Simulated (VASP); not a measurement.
Runs of VASP 6.6.1 on GaP. The structure is that of space group I-4m2 (No. 119), or close to it. The cells are those of the table. 

| cell | gap on the mesh (eV) | pressure (GPa) |
| --- | --- | --- |
| a = 4.026, b = 4.026, c = 3.854 Å, angles 61.4, 61.4, 57.2°, 2 atoms | 1.37 | -6.2 |
| a = 3.712, b = 3.712, c = 3.854 Å, angles 58.7, 58.7, 62.5°, 2 atoms | 0.98 | 7.9 |
| a = 4.001, b = 4.001, c = 3.854 Å, angles 61.2, 61.2, 57.6°, 2 atoms | 1.52 | -5.5 |
| a = 3.666, b = 3.666, c = 3.854 Å, angles 58.3, 58.3, 63.4°, 2 atoms | 0.65 | (b) |
| a = 4.051, b = 4.051, c = 3.854 Å, angles 61.6, 61.6, 56.8°, 2 atoms | 1.23 | (a) |

Alike in all rows: task single point; level r2SCAN; potentials or basis VASP PAW PBE potentials, release 64 (Ga_d, P); no spin polarisation; k mesh 8 × 8 × 8; cutoff (eV) 520; smearing gaussian 0.05 eV.

Fill in the values left out.

(a) -6.8; (b) 11.3.

Caveats: the PAW data sets were made with another functional, which shifts forces and pressure a little.

A k mesh can miss the band edges, and the runs leave out spin-orbit coupling on Ga.
